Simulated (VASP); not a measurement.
## CsCl: electric field gradients with PBEsol

CsCl:

```
Cs Cl
1.0
     4.10921    0.00000    0.00000
     0.00000    4.10921    0.00000
     0.00000    0.00000    4.10921
Cs Cl
1 1
Direct
  0.00000 0.00000 0.00000
  0.50000 0.50000 0.50000
```

```yaml
Program: VASP 6.6.1
Task: electric field gradients
Functional: PBEsol
Potentials_or_basis: VASP PAW PBE potentials, release 64 (Cs_sv, Cl)
Cutoff: 400 eV
k_mesh: 6 × 6 × 6
Occupations: fermi-dirac, width 0.03 eV
Spin: no spin polarisation
Dipole_correction: no
Further_INCAR_settings: ALGO = Normal; EDIFF = 1e-08; NBANDS = 15
```

```
Pressure                                : -0.5 GPa
Band gap on the k mesh                  : 5.09 eV
Largest electric field gradient by atom : zero within the noise of the run
```

Levels at points of the mesh, in eV from the valence-band top:
```csv
k point,band 4,band 5,band 6,band 7,band 8,band 9,band 10,band 11,band 12,band 13
"(0.00, 0.00, 0.00)",-5.82,-5.82,0.00,0.00,0.00,5.09,5.25,5.25,10.03,10.03
"(0.50, 0.00, 0.00)",-5.67,-5.67,-1.23,-0.26,-0.26,6.31,7.54,8.76,9.09,9.49
"(0.50, 0.50, 0.00)",-6.63,-5.57,-0.44,-0.44,-0.06,5.81,5.89,7.91,7.91,11.84
"(0.50, 0.50, 0.50)",-6.38,-6.38,-1.16,-1.16,-1.16,8.46,8.46,8.46,10.42,10.42
```

It took 15 s on 1 thread of Intel(R) Xeon(R) Platinum 8259CL CPU @ 2.50GHz (Skylake/Cascade Lake), on a shared host, peak memory 0.15 GiB.

Caveat: the PAW data sets were made with another functional, which shifts forces and pressure a little; spin-orbit coupling is left out, which moves the levels of the heavy elements. A k mesh can miss the band edges.
